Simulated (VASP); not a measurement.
Wanted: the native input for a VASP 6.6.1 run.

```yaml
Task: single point
Functional: LDA
Potentials_or_basis: VASP PAW LDA potentials, release 64 (Hg, Te)
Cutoff: 500 eV
k_mesh: 10 × 10 × 10
Occupations: fermi-dirac, width 0.08 eV
Spin: no spin polarisation
Dipole_correction: no
Further_INCAR_settings: ALGO = Normal; EDIFF = 1e-06; NBANDS = 16
```

The structure of HgTe lies in POSCAR:

```
HgTe
1.0
    0.0000000000      2.9408482460      2.9408482460
    2.9408482460      0.0000000000      2.9408482460
    2.9408482460      2.9408482460      0.0000000000
Hg Te
1 1
Direct
    0.0000000000      0.0000000000      0.0000000000
    0.5000000000      0.5000000000      0.5000000000
```

The input as run:

INCAR

```
SYSTEM = HgTe
PREC = Accurate ; ENCUT = 500
EDIFF = 1E-6 ; ISMEAR = -1
SIGMA = 0.08 ; LREAL = .FALSE.
LASPH = .TRUE. ; NELM = 120
ALGO = Normal ; ISIF = 2
LWAVE = .FALSE. ; LCHARG = .FALSE.
GGA = CA ; NBANDS = 16
GGA_COMPAT = .FALSE.
```

KPOINTS

```
regular mesh
0
G
  10 10 10
  0 0 0
```

Potentials or basis: VASP PAW LDA potentials, release 64 (Hg, Te).

Launch:

```console
$ cat potpaw_LDA.64/Hg/POTCAR potpaw_LDA.64/Te/POTCAR > POTCAR
$ mpirun -np 1 vasp_std > vasp.out
```

Results of the run:

The pressure is 2.7 GPa and the band gap on the k mesh is zero (bands 9 and 10 overlap by 3.14 eV).

Caveat: spin-orbit coupling is left out, which moves the levels of the heavy elements.

It took 14 s on 1 thread of Intel(R) Xeon(R) 6975P-C (Granite Rapids) (shared host), peak memory 0.17 GiB.
